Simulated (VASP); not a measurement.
# SnO2 (P4_2/mnm) in VASP: notebook

Runs on SnO2. Level: r2SCAN. Tasks: dielectric tensor.

Program: VASP 6.6.1. These are calculated values, not measurements. Logs are shortened: lines on timing, memory, paths and dates and some standing lists are left out, and cuts for length are marked.

## Step 1: The cell of the first run

The structure is tetragonal, space group P4_2/mnm (No. 136). The conventional cell has a = 4.761 Å, b = 4.761 Å, c = 3.296 Å, α = 90.00°, β = 90.00°, γ = 90.00°. Within 2.7 Å of Sn (site symmetry mmm) lie 6 O at 2.07 to 2.10 Å. Within 2.7 Å of O (site symmetry m2m) lie 3 Sn at 2.07 to 2.10 Å and 1 O at 2.60 Å.

## Step 2: Dielectric tensor, r2SCAN (uniaxial z strain +3.0%)

File INCAR:

```
SYSTEM = SnO2
ALGO = Normal
EDIFF = 1E-8
ENCUT = 520
ISIF = 2
ISMEAR = 0
KPAR = 4
LASPH = .TRUE.
LCALCEPS = .TRUE.
LCHARG = .FALSE.
LMIXTAU = .TRUE.
LREAL = .FALSE.
LWAVE = .FALSE.
METAGGA = R2SCAN
NELM = 80
PREC = Accurate
SIGMA = 0.01
```

File KPOINTS:

```
k-points
0
G
  4 4 6
  0 0 0
```

File POSCAR:

```
SnO2
1.0
    4.7605737245      0.0000000000      0.0000000000
    0.0000000000      4.7605737245      0.0000000000
    0.0000000000      0.0000000000      3.2960826792
Sn O
2 4
Direct
    0.0000000000      0.0000000000      0.0000000000
    0.5000000000      0.5000000000      0.5000000000
    0.3069247111      0.3069247111      0.0000000000
    0.1930752889      0.8069247111      0.5000000000
    0.8069247111      0.1930752889      0.5000000000
    0.6930752889      0.6930752889      0.0000000000
```

Potentials or basis: VASP PAW PBE potentials, release 64 (Sn_d, O).

Launch:

```bash
> cat potpaw_PBE.64/Sn_d/POTCAR potpaw_PBE.64/O/POTCAR > POTCAR
> mpirun -np 4 vasp_std > vasp.out
```

OUTCAR:

```text
SYSTEM = SnO2
   EDIFF = 1E-8
   ENCUT = 520
   ISIF = 2
   ISMEAR = 0
   LASPH = .TRUE.
   LREAL = .FALSE.
   METAGGA = R2SCAN
   NELM = 80
   PREC = Accurate

 ion  position               nearest neighbor table
   1  0.000  0.000  0.000-   3 2.07   6 2.07   5 2.10   4 2.10   4 2.10   5 2.10   2 3.75   2 3.75
                             2 3.75   2 3.75   2 3.75   2 3.75   2 3.75   2 3.75
   2  0.500  0.500  0.500-   4 2.07   5 2.07   3 2.10   6 2.10   3 2.10   6 2.10   1 3.75   1 3.75
                             1 3.75   1 3.75   1 3.75   1 3.75   1 3.75   1 3.75
   3  0.307  0.307  0.000-   1 2.07   2 2.10   2 2.10
   4  0.193  0.807  0.500-   2 2.07   1 2.10   1 2.10
   5  0.807  0.193  0.500-   2 2.07   1 2.10   1 2.10
   6  0.693  0.693  0.000-   1 2.07   2 2.10   2 2.10

  LATTYP: Found a simple tetragonal cell.
 ALAT       =     4.7605737245
 C/A-ratio  =     0.6923708927

  Lattice vectors:

 A1 = (   4.7605737245,   0.0000000000,   0.0000000000)
 A2 = (   0.0000000000,   4.7605737245,   0.0000000000)
 A3 = (   0.0000000000,   0.0000000000,   3.2960826792)

Analysis of symmetry for initial positions (statically):
=====================================================================
 Subroutine PRICEL returns:
 Original cell was already a primitive cell.

 Routine SETGRP: Setting up the symmetry group for a
 simple tetragonal supercell.

 Subroutine GETGRP returns: Found 16 space group operations
 (whereof  8 operations were pure point group operations)
 out of a pool of 16 trial point group operations.

The static configuration has the point symmetry D_2h.
 The point group associated with its full space group is D_4h.

Analysis of symmetry for dynamics (positions and initial velocities):
=====================================================================
 Subroutine PRICEL returns:
 Original cell was already a primitive cell.

 Routine SETGRP: Setting up the symmetry group for a
 simple tetragonal supercell.

 Subroutine GETGRP returns: Found 16 space group operations
 (whereof  8 operations were pure point group operations)
 out of a pool of 16 trial point group operations.

The dynamic configuration has the point symmetry D_2h.
 The point group associated with its full space group is D_4h.

 Subroutine INISYM returns: Found 16 space group operations
 (whereof  8 operations are pure point group operations),
 and found     1 'primitive' translations

----------------------------------------------------------------------------------------

                                     Primitive cell

  volume of cell :      74.6993

  direct lattice vectors                    reciprocal lattice vectors
     4.760573725  0.000000000  0.000000000     0.210058715  0.000000000  0.000000000
     0.000000000  4.760573725  0.000000000     0.000000000  0.210058715  0.000000000
     0.000000000  0.000000000  3.296082679     0.000000000  0.000000000  0.303390448

  length of vectors
     4.760573725  4.760573725  3.296082679     0.210058715  0.210058715  0.303390448

  position of ions in fractional coordinates (direct lattice)
     0.000000000  0.000000000  0.000000000
     0.500000000  0.500000000  0.500000000
     0.306924711  0.306924711  0.000000000
     0.193075289  0.806924711  0.500000000
     0.806924711  0.193075289  0.500000000
     0.693075289  0.693075289  0.000000000

  ion indices of the primitive-cell ions
   primitive index   ion index
                 1           1
                 2           2
                 3           3
                 4           4
                 5           5
                 6           6

----------------------------------------------------------------------------------------

 KPOINTS: k-points

Automatic generation of k-mesh.
 Grid dimensions read from file:
[... 60 lines left out ...]
   LSORBIT =      F    spin-orbit coupling
   LASPH  =      T    aspherical Exc in radial PAW
   ENCUT  =  520.0 eV  38.22 Ry    6.18 a.u.   8.85  8.85  6.13*2*pi/ulx,y,z
   NELM   =     80;   NELMIN=  2; NELMDL= -5     # of ELM steps
   EDIFF  = 0.1E-07   stopping-criterion for ELM
   LREAL  =      F    real-space projection
   EDIFFG = 0.1E-06   stopping-criterion for IOM
   NSW    =      0    number of steps for IOM
   IBRION =     -1    ionic relax: 0-MD 1-quasi-New 2-CG
   NFREE  =      0    steps in history (QN), initial steepest desc. (CG)
   ISIF   =      2    stress and relaxation
   ISYM   =      2    0-nonsym 1-usesym 2-fastsym
   POTIM  = 0.5000    time-step for ionic-motion
   TEBEG  =    0.0;   TEEND  =   0.0 temperature during run
   PSTRESS=    0.0 pullay stress
   NELECT =      52.0000    total number of electrons
   NUPDOWN=      -1.0000    fix difference up-down
   EMIN   =  10.00;   EMAX   =-10.00  energy-range for DOS
   EFERMI =   0.00;   METHOD = LEGACY
   ISMEAR =     0;   SIGMA  =   0.01  broadening in eV -4-tet -1-fermi 0-gaus
   EFERMI_NEDOS =   21; number of points for ismear=-14 and -15
   IALGO  =     38    algorithm
   IMIX   =      4    mixing-type and parameters
     AMIX     =   0.40;   BMIX     =  1.00
     AMIX_MAG =   1.60;   BMIX_MAG =  1.00
  volume/ion in A,a.u.               =      12.45        84.02
  Fermi-wavevector in a.u.,A,eV,Ry     =   1.450899  2.741801 28.641715  2.105107
  Thomas-Fermi vector in A             =   2.568458
   LORBIT       =      0    0 simple, 1 ext, 2 COOP (PROOUT), +10 PAW based schemes
   METAGGA = R2SCAN    functional components
   LHFCALC =     F    Hartree Fock is set to
   AEXX    =    0.0000 exact exchange contribution
   IVDW    =     0    specifies the selected vdW correction
   LEPSILON=     F    determine dielectric tensor
   LRPA    =     F    only Hartree local field effects (RPA)
   LRPA       =     F
 non-spin polarized calculation
 Gauss-broadening in eV      SIGMA  =   0.01
  energy-cutoff  :      520.00
  volume of cell :       74.70
 maximum number of plane-waves:      2036
 NGX is ok and might be reduce to    36
   NGX = 17   NGY = 17   NGZ = 13

 Total electronic dipole moment: p[elc]=(     4.77321    -4.76057    -3.29608 ) |e| Angst

 number of electron      51.9999996 magnetization

 Free energy of the ion-electron system (eV)
  ---------------------------------------------------
  ext. energy  EPLUGINS =         0.00000000
  ---------------------------------------------------
  free energy    TOTEN  =       -84.53387704 eV

  energy without entropy =      -84.53387704  energy(sigma->0) =      -84.53387704

 E-fermi :   5.2956     XC(G=0): -11.8113

 val. band max:        5.2251707425   @ k =   0.0000   0.0000   0.0000
 cond. band min:   10000.0000000000   @ k =   0.0000   0.0000   0.0000
 fundamental gap:   9994.7748292575
 Fermi energy:         5.2955841583

 k-point     1 :       0.0000    0.0000    0.0000
  band No.  band energies     occupation
      1     -16.4405      2.00000
      2     -15.5590      2.00000
      3     -15.3786      2.00000
      4     -15.3786      2.00000
      5     -15.3613      2.00000
      6     -15.3525      2.00000
[... 805 lines left out ...]
     30   10000.0000      0.00000
     31   10000.0000      0.00000

------------------------ aborting loop because EDIFF is reached ----------------------------------------

            Ionic dipole moment: p[ion]=(   -33.32402   -33.32402   -42.84907 ) |e| Angst

 Total electronic dipole moment: p[elc]=(     4.76057     4.76057    -3.28193 ) |e| Angst

 MACROSCOPIC STATIC DIELECTRIC TENSOR (including local field effects)
 ------------------------------------------------------
           4.060945     0.000000     0.000000
           0.000000     4.060945     0.000000
           0.000000     0.000000     4.427479
 ------------------------------------------------------

 PIEZOELECTRIC TENSOR (including local field effects) (e Angst)
          XX          YY          ZZ          XY          YZ          ZX
  --------------------------------------------------------------------------------
  x     0.00000     0.00000     0.00000     0.00000     0.00000     0.00000
  y     0.00000     0.00000     0.00000     0.00000     0.00000     0.00000
  z     0.00000     0.00000     0.00000     0.00000     0.00000     0.00000

 PIEZOELECTRIC TENSOR (including local field effects) (C/m^2)
          XX          YY          ZZ          XY          YZ          ZX
  --------------------------------------------------------------------------------
  x     0.00000     0.00000     0.00000     0.00000     0.00000     0.00000
  y     0.00000     0.00000     0.00000     0.00000     0.00000     0.00000
  z     0.00000     0.00000     0.00000     0.00000     0.00000     0.00000

 BORN EFFECTIVE CHARGES (including local field effects) (in |e|, cummulative output)
 ---------------------------------------------------------------------------------
 ion    1
    1     4.09003     0.37710     0.00000
    2     0.37710     4.09003     0.00000
    3     0.00000     0.00000     4.53930
 ion    2
    1     4.09003    -0.37710     0.00000
    2    -0.37710     4.09003     0.00000
    3     0.00000     0.00000     4.53930
 ion    3
    1    -2.04502    -0.67341     0.00000
    2    -0.67341    -2.04502     0.00000
    3     0.00000     0.00000    -2.26965
 ion    4
    1    -2.04502     0.67341     0.00000
    2     0.67341    -2.04502     0.00000
    3     0.00000     0.00000    -2.26965
 ion    5
    1    -2.04502     0.67341     0.00000
    2     0.67341    -2.04502     0.00000
    3     0.00000     0.00000    -2.26965
 ion    6
    1    -2.04502    -0.67341     0.00000
    2    -0.67341    -2.04502     0.00000
    3     0.00000     0.00000    -2.26965

  FORCE on cell =-STRESS in cart. coord.  units (eV):
  Direction    XX          YY          ZZ          XY          YZ          ZX
  --------------------------------------------------------------------------------------
  -------------------------------------------------------------------------------------
  Total       -1.5899786     -1.5899786     -4.9717056      0.0000000      0.0000000      0.0000000
  in kB      -34.1024190    -34.1024190   -106.6348838      0.0000000      0.0000000      0.0000000
  external PRESSURE =     -58.2799073 kB  Pullay stress =       0.0000000 kB

 VOLUME and BASIS-vectors are now :
 -----------------------------------------------------------------------------
  energy-cutoff  :      520.00
  volume of cell :       74.70
      direct lattice vectors                 reciprocal lattice vectors
     4.760573725  0.000000000  0.000000000     0.210058715  0.000000000  0.000000000
     0.000000000  4.760573725  0.000000000     0.000000000  0.210058715  0.000000000
     0.000000000  0.000000000  3.296082679     0.000000000  0.000000000  0.303390448

 POSITION                                       TOTAL-FORCE (eV/Angst)
 -----------------------------------------------------------------------------------
      0.00000      0.00000      0.00000         0.000000      0.000000     -0.000000
      2.38029      2.38029      1.64804         0.000000      0.000000     -0.000000
      1.46114      1.46114      0.00000        -0.009155     -0.009155     -0.000000
      0.91915      3.84142      1.64804         0.009155     -0.009155     -0.000000
      3.84142      0.91915      1.64804        -0.009155      0.009155     -0.000000
      3.29944      3.29944      0.00000         0.009155      0.009155      0.000000
 -----------------------------------------------------------------------------------
    total drift:                                0.000000      0.000000      0.000000

  FREE ENERGIE OF THE ION-ELECTRON SYSTEM (eV)
  ---------------------------------------------------
  free  energy   TOTEN  =       -84.5338770439 eV

  energy  without entropy=      -84.5338770439  energy(sigma->0) =      -84.53387704
```

It took 51 min on 4 MPI ranks of Oxide Virtual Turin-like, shared host; peak memory 0.43 GiB.

Results:

```yaml
Band_gap_on_the_k_mesh: 1.36 eV
Electronic_dielectric_tensor_diagonal: 4.06, 4.06, 4.43
Born_charges_mean_of_the_diagonal: Sn +4.24; O -2.12 e
```

Electronic dielectric tensor:
```
4.06 0.00 0.00
0.00 4.06 0.00
0.00 0.00 4.43
```

Born effective charge tensors (e):
atom 1, Sn
```
4.09 0.38 0.00
0.38 4.09 0.00
0.00 0.00 4.54
```
atom 2, Sn
```
 4.09 -0.38  0.00
-0.38  4.09  0.00
 0.00  0.00  4.54
```
atom 3, O
```
-2.05 -0.67  0.00
-0.67 -2.05  0.00
 0.00  0.00 -2.27
```
atom 4, O
```
-2.05  0.67  0.00
 0.67 -2.05  0.00
 0.00  0.00 -2.27
```
atom 5, O
```
-2.05  0.67  0.00
 0.67 -2.05  0.00
 0.00  0.00 -2.27
```
atom 6, O
```
-2.05 -0.67  0.00
-0.67 -2.05  0.00
 0.00  0.00 -2.27
```

Dipole moments of the cell (e·Å, modulo the quantum): ionic -33.324, -33.324, -42.849; electronic 4.761, 4.761, -3.282

Caveat: the cell differs from its parent crystal (uniaxial z strain +3.0%); the structure was generated, so it needn't be the stable form of SnO2; the PAW data sets were made with another functional, which shifts forces and pressure a little; spin-orbit coupling is left out, which moves the levels of the heavy elements.

(Part 1 of 2 ends here.)

The gap in the log of VASP goes by the Fermi energy; the results here count the filled bands.